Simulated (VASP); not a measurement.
# Si7Ge in VASP: further runs, part 2 of 3

VASP 6.6.1. Earlier steps stand in the parts before.

## Step 3: Single point, r2SCAN

This run uses another cell than the first one: it holds 16 atoms, not 8.

File POSCAR:

```
Si7Ge
1.0
   -5.4679684304      0.0000000000     -5.4679684304
    0.0000000000     -5.4679684304     -5.4679684304
   -5.4679684304     -5.4679684304      0.0000000000
Si Ge
14 2
Direct
    0.3737846209      0.3737846209      0.3737846209
    0.8737846209      0.8737846209      0.8737846209
    0.0000000000      0.5000000000      0.0000000000
    0.5000000000      0.0000000000      0.5000000000
    0.0000000000      0.0000000000      0.5000000000
    0.5000000000      0.5000000000      0.0000000000
    0.5000000000      0.0000000000      0.0000000000
    0.0000000000      0.5000000000      0.5000000000
    0.8786461373      0.3737846209      0.3737846209
    0.3786461373      0.8737846209      0.8737846209
    0.3737846209      0.3737846209      0.8786461373
    0.8737846209      0.8737846209      0.3786461373
    0.3737846209      0.8786461373      0.3737846209
    0.8737846209      0.3786461373      0.8737846209
    0.5000000000      0.5000000000      0.5000000000
    1.0000000000      1.0000000000      0.0000000000
```

File INCAR.step1:

```
SYSTEM = Si7Ge
PREC = Accurate ; ENCUT = 520
ISMEAR = 0 ; SIGMA = 0.05
LREAL = Auto ; LASPH = .True.
NELM = 60 ; NBANDS = 56
GGA = PE ; ALGO = Normal
EDIFF = 1E-4 ; LWAVE = .True.
LCHARG = .False.
```

File INCAR.step2:

```
SYSTEM = Si7Ge
PREC = Accurate ; ENCUT = 520
EDIFF = 1E-6 ; ISMEAR = 0
SIGMA = 0.05 ; LREAL = Auto
LASPH = .True. ; NELM = 60
ALGO = Normal ; ISIF = 2
LWAVE = .False. ; LCHARG = .False.
METAGGA = R2SCAN ; LMIXTAU = .True.
NBANDS = 56 ; ISTART = 1
```

File KPOINTS:

```
regular mesh
0
Gamma
  4 4 4
  0 0 0
```

Potentials or basis: VASP PAW PBE potentials, release 64 (Si, Ge_d).

The run is started by

```console
$ cat potpaw_PBE.64/Si/POTCAR potpaw_PBE.64/Ge_d/POTCAR > POTCAR
$ cp INCAR.step1 INCAR
$ mpirun -np 1 vasp_std > vasp.out
$ cp INCAR.step2 INCAR
$ mpirun -np 1 vasp_std > vasp.out
```

Wall time 22 min (1 thread of Intel Xeon 8259CL, shared host); peak memory 0.58 GiB.

The run converged. Its results:

```yaml
Free_energy: -150.5021 eV
Pressure: -0.2 GPa
Largest_force: 0.019 eV/Å
Band_gap_on_the_k_mesh: 0.60 eV
```

Forces in eV/Å, atoms in the order of the input:
```
Si   0.011  0.011  0.011
Si   0.011  0.011  0.011
Si   0.000  0.000  0.000
Si   0.000  0.000  0.000
Si   0.000  0.000  0.000
Si   0.000  0.000  0.000
Si   0.000  0.000  0.000
Si   0.000  0.000  0.000
Si  -0.011  0.011 -0.011
Si  -0.011  0.011 -0.011
Si  -0.011 -0.011  0.011
Si  -0.011 -0.011  0.011
Si   0.011 -0.011 -0.011
Si   0.011 -0.011 -0.011
Ge   0.000  0.000  0.000
Ge   0.000  0.000  0.000
```

Levels at points of the mesh, in eV from the valence-band top:
```csv
k point,band 40,band 41,band 42,band 43,band 44,band 45
"(0.00, 0.00, 0.00)",0.00,0.00,0.00,0.60,0.99,0.99
"(0.50, 0.00, 0.00)",-0.81,-0.81,-0.81,1.61,1.61,1.83
"(0.50, 0.50, 0.00)",-1.43,-1.35,-1.35,1.23,1.41,2.60
```

Caveat: the PAW data sets were made with another functional, which shifts forces and pressure a little.

## Step 4: Single point, r2SCAN (biaxial strain in the a-b plane: -2.0 %, then relaxed in part)

File POSCAR:

```
Si7Ge
1.0
    5.3586090631      0.0000000000      0.0000000000
    0.0000000000      5.3586090631      0.0000000000
    0.0000000000      0.0000000000      5.5482240590
Si Ge
7 1
Direct
    0.2524904310      0.2524904310      0.2523477445
    0.0000000000      0.5000000000      0.5000000000
    0.5000000000      0.5000000000      0.0000000000
    0.5000000000      0.0000000000      0.5000000000
    0.7475095690      0.2524904310      0.7476522555
    0.7475095690      0.7475095690      0.2523477445
    0.2524904310      0.7475095690      0.7476522555
    0.0000000000      0.0000000000      0.0000000000
```

File INCAR.step1:

```
SYSTEM = Si7Ge
PREC = Accurate
ENCUT = 520
ISMEAR = 0
SIGMA = 0.02
LREAL = .FALSE.
LASPH = .TRUE.
NELM = 60
NBANDS = 31
GGA = PE
ALGO = Normal
EDIFF = 1E-4
LWAVE = .TRUE.
LCHARG = .FALSE.
```

File INCAR.step2:

```
SYSTEM = Si7Ge
PREC = Accurate
ENCUT = 520
EDIFF = 1E-6
ISMEAR = 0
SIGMA = 0.02
LREAL = .FALSE.
LASPH = .TRUE.
NELM = 60
ALGO = Normal
ISIF = 2
LWAVE = .FALSE.
LCHARG = .FALSE.
METAGGA = R2SCAN
LMIXTAU = .TRUE.
NBANDS = 31
ISTART = 1
```

File KPOINTS:

```
Automatic mesh
0
G
  8 8 8
  0 0 0
```

Potentials or basis: VASP PAW PBE potentials, release 64 (Si, Ge_d).

The run is started by

```console
$ cat potpaw_PBE.64/Si/POTCAR potpaw_PBE.64/Ge_d/POTCAR > POTCAR
$ cp INCAR.step1 INCAR
$ mpirun -np 1 vasp_std > vasp.out
$ cp INCAR.step2 INCAR
$ mpirun -np 1 vasp_std > vasp.out
```

OUTCAR:

```text
SYSTEM = Si7Ge
   PREC = Accurate
   ENCUT = 520
   EDIFF = 1E-6
   ISMEAR = 0
   LREAL = .FALSE.
   LASPH = .TRUE.
   NELM = 60
   ISIF = 2
   METAGGA = R2SCAN
   ISTART = 1

 ion  position               nearest neighbor table
   1  0.252  0.252  0.252-   2 2.34   4 2.34   3 2.34   8 2.37
   2  0.000  0.500  0.500-   1 2.34   5 2.34   6 2.34   7 2.34
   3  0.500  0.500  0.000-   1 2.34   5 2.34   6 2.34   7 2.34
   4  0.500  0.000  0.500-   1 2.34   5 2.34   6 2.34   7 2.34
   5  0.748  0.252  0.748-   2 2.34   4 2.34   3 2.34   8 2.37
   6  0.748  0.748  0.252-   2 2.34   4 2.34   3 2.34   8 2.37
   7  0.252  0.748  0.748-   2 2.34   4 2.34   3 2.34   8 2.37
   8  0.000  0.000  0.000-   1 2.37   5 2.37   6 2.37   7 2.37

  LATTYP: Found a simple tetragonal cell.
 ALAT       =     5.3586090631
 C/A-ratio  =     1.0353851146

  Lattice vectors:

 A1 = (   5.3586090631,   0.0000000000,   0.0000000000)
 A2 = (   0.0000000000,   5.3586090631,   0.0000000000)
 A3 = (   0.0000000000,   0.0000000000,   5.5482240590)

Analysis of symmetry for initial positions (statically):
=====================================================================
 Subroutine PRICEL returns:
 Original cell was already a primitive cell.

 Routine SETGRP: Setting up the symmetry group for a
 simple tetragonal supercell.

 Subroutine GETGRP returns: Found  8 space group operations
 (whereof  8 operations were pure point group operations)
 out of a pool of 16 trial point group operations.

The static configuration has the point symmetry D_2d.

Analysis of symmetry for dynamics (positions and initial velocities):
=====================================================================
 Subroutine PRICEL returns:
 Original cell was already a primitive cell.

 Routine SETGRP: Setting up the symmetry group for a
 simple tetragonal supercell.

 Subroutine GETGRP returns: Found  8 space group operations
 (whereof  8 operations were pure point group operations)
 out of a pool of 16 trial point group operations.

The dynamic configuration has the point symmetry D_2d.

 Subroutine INISYM returns: Found  8 space group operations
 (whereof  8 operations are pure point group operations),
 and found     1 'primitive' translations

----------------------------------------------------------------------------------------

                                     Primitive cell

  volume of cell :     159.3155

  direct lattice vectors                    reciprocal lattice vectors
     5.358609063  0.000000000  0.000000000     0.186615592  0.000000000  0.000000000
     0.000000000  5.358609063  0.000000000     0.000000000  0.186615592  0.000000000
     0.000000000  0.000000000  5.548224059     0.000000000  0.000000000  0.180237854

  length of vectors
     5.358609063  5.358609063  5.548224059     0.186615592  0.186615592  0.180237854

  position of ions in fractional coordinates (direct lattice)
     0.252490431  0.252490431  0.252347744
     0.000000000  0.500000000  0.500000000
     0.500000000  0.500000000  0.000000000
     0.500000000  0.000000000  0.500000000
     0.747509569  0.252490431  0.747652256
     0.747509569  0.747509569  0.252347744
[... 44 lines left out ...]
  0.250000  0.000000  0.000000      4.000000
  0.375000  0.000000  0.000000      4.000000
  0.500000  0.000000  0.000000      2.000000
  0.125000  0.125000  0.000000      4.000000
[... 16 lines left out ...]
  0.375000  0.125000  0.125000     16.000000
  0.500000  0.125000  0.125000      8.000000
 [... further k-points ...]
   k-points           NKPTS =     75   k-points in BZ     NKDIM =     75   number of bands    NBANDS=     31
   number of dos      NEDOS =    301   number of ions     NIONS =      8
   total plane-waves  NPLWV =  67200
   dimension x,y,z NGX =    40 NGY =   40 NGZ =   42
   dimension x,y,z NGXF=    80 NGYF=   80 NGZF=   84
   ions per type =               7   1
   NGX,Y,Z   is equivalent  to a cutoff of  12.41, 12.41, 12.58 a.u.
   NGXF,Y,Z  is equivalent  to a cutoff of  24.82, 24.82, 25.17 a.u.
 SYSTEM =  Si7Ge
   PREC   = accura    normal or accurate (medium, high low for compatibility)
   ISTART =      1    job   : 0-new  1-cont  2-samecut
   ICHARG =      0    charge: 1-file 2-atom 10-const
   ISPIN  =      1    spin polarized calculation?
   LNONCOLLINEAR =      F non collinear calculations
   LSORBIT =      F    spin-orbit coupling
   LASPH  =      T    aspherical Exc in radial PAW
   ENCUT  =  520.0 eV  38.22 Ry    6.18 a.u.   9.96  9.96 10.32*2*pi/ulx,y,z
   NELM   =     60;   NELMIN=  2; NELMDL=  0     # of ELM steps
   EDIFF  = 0.1E-05   stopping-criterion for ELM
   LREAL  =      F    real-space projection
   EDIFFG = 0.1E-04   stopping-criterion for IOM
   NSW    =      0    number of steps for IOM
   IBRION =     -1    ionic relax: 0-MD 1-quasi-New 2-CG
   NFREE  =      0    steps in history (QN), initial steepest desc. (CG)
   ISIF   =      2    stress and relaxation
   ISYM   =      2    0-nonsym 1-usesym 2-fastsym
   POTIM  = 0.5000    time-step for ionic-motion
   TEBEG  =    0.0;   TEEND  =   0.0 temperature during run
   PSTRESS=    0.0 pullay stress
   NELECT =      42.0000    total number of electrons
   NUPDOWN=      -1.0000    fix difference up-down
   EMIN   =  10.00;   EMAX   =-10.00  energy-range for DOS
   EFERMI =   0.00;   METHOD = LEGACY
   ISMEAR =     0;   SIGMA  =   0.02  broadening in eV -4-tet -1-fermi 0-gaus
   EFERMI_NEDOS =   21; number of points for ismear=-14 and -15
   IALGO  =     38    algorithm
   IMIX   =      4    mixing-type and parameters
     AMIX     =   0.40;   BMIX     =  1.00
     AMIX_MAG =   1.60;   BMIX_MAG =  1.00
  volume/ion in A,a.u.               =      19.91       134.39
  Fermi-wavevector in a.u.,A,eV,Ry     =   1.049716  1.983676 14.992314  1.101904
  Thomas-Fermi vector in A             =   2.184690
   LORBIT       =      0    0 simple, 1 ext, 2 COOP (PROOUT), +10 PAW based schemes
   METAGGA = R2SCAN    functional components
   LHFCALC =     F    Hartree Fock is set to
   AEXX    =    0.0000 exact exchange contribution
   IVDW    =     0    specifies the selected vdW correction
   LEPSILON=     F    determine dielectric tensor
   LRPA    =     F    only Hartree local field effects (RPA)
 non-spin polarized calculation
 Gauss-broadening in eV      SIGMA  =   0.02
  energy-cutoff  :      520.00
  volume of cell :      159.32
 maximum number of plane-waves:      4330
 NGX is ok and might be reduce to    40

 number of electron      41.9999985 magnetization

 Free energy of the ion-electron system (eV)
  ---------------------------------------------------
  ext. energy  EPLUGINS =         0.00000000
  ---------------------------------------------------
  free energy    TOTEN  =       -75.18977679 eV

  energy without entropy =      -75.18977679  energy(sigma->0) =      -75.18977679

 E-fermi :   6.0495     XC(G=0): -10.0824

 val. band max:        5.9128479445   @ k =   0.0000   0.0000   0.0000
 cond. band min:       6.3404650653   @ k =   0.0000   0.0000   0.0000
 fundamental gap:      0.4276171208
 Fermi energy:         6.0494924344

 k-point     1 :       0.0000    0.0000    0.0000
  band No.  band energies     occupation
      1     -18.9891      2.00000
      2     -18.9891      2.00000
      3     -18.9891      2.00000
      4     -18.9577      2.00000
      5     -18.9546      2.00000
      6      -6.9681      2.00000
[... 805 lines left out ...]
     30      11.0422      0.00000
     31      11.1479      0.00000

 [... further k-points ...]

------------------------ aborting loop because EDIFF is reached ----------------------------------------

  FORCE on cell =-STRESS in cart. coord.  units (eV):
  Direction    XX          YY          ZZ          XY          YZ          ZX
  --------------------------------------------------------------------------------------
  -------------------------------------------------------------------------------------
  Total        3.6299558      3.6299558     -0.2040572      0.0000000      0.0000000      0.0000000
  in kB       36.5051195     36.5051195     -2.0521281      0.0000000      0.0000000      0.0000000
  external PRESSURE =      23.6527036 kB  Pullay stress =       0.0000000 kB

 VOLUME and BASIS-vectors are now :
 -----------------------------------------------------------------------------
  energy-cutoff  :      520.00
  volume of cell :      159.32
      direct lattice vectors                 reciprocal lattice vectors
     5.358609063  0.000000000  0.000000000     0.186615592  0.000000000  0.000000000
     0.000000000  5.358609063  0.000000000     0.000000000  0.186615592  0.000000000
     0.000000000  0.000000000  5.548224059     0.000000000  0.000000000  0.180237854

 POSITION                                       TOTAL-FORCE (eV/Angst)
 -----------------------------------------------------------------------------------
      1.35300      1.35300      1.40008         0.009929      0.009929      0.010606
      0.00000      2.67930      2.77411        -0.000000      0.000000     -0.000000
      2.67930      2.67930      0.00000        -0.000000      0.000000     -0.000000
      2.67930      0.00000      2.77411        -0.000000      0.000000     -0.000000
      4.00561      1.35300      4.14814        -0.009929      0.009929     -0.010606
      4.00561      4.00561      1.40008        -0.009929     -0.009929      0.010606
      1.35300      4.00561      4.14814         0.009929     -0.009929     -0.010606
      0.00000      0.00000      0.00000        -0.000000      0.000000     -0.000000
 -----------------------------------------------------------------------------------
    total drift:                               -0.000000     -0.000000     -0.000000

  FREE ENERGIE OF THE ION-ELECTRON SYSTEM (eV)
  ---------------------------------------------------
  free  energy   TOTEN  =       -75.1897767893 eV

  energy  without entropy=      -75.1897767893  energy(sigma->0) =      -75.18977679
```

Wall time 11 min (1 thread of Intel Xeon 6975P-C (Granite Rapids), shared host); peak memory 0.46 GiB.

Results:

```
Free energy            : -75.1898 eV
Pressure               : 2.4 GPa
Largest force          : 0.018 eV/Å
Band gap on the k mesh : 0.43 eV
```

Forces in eV/Å, atoms in the order of the input:
```
Si   0.010  0.010  0.011
Si   0.000  0.000  0.000
Si   0.000  0.000  0.000
Si   0.000  0.000  0.000
Si  -0.010  0.010 -0.011
Si  -0.010 -0.010  0.011
Si   0.010 -0.010 -0.011
Ge   0.000  0.000  0.000
```

Caveat: the cell differs from its parent crystal (biaxial strain in the a-b plane: -2.0 %, then relaxed in part); the PAW data sets were made with another functional, which shifts forces and pressure a little. A k mesh can miss the band edges.

(Part 2 of 3 ends here.)
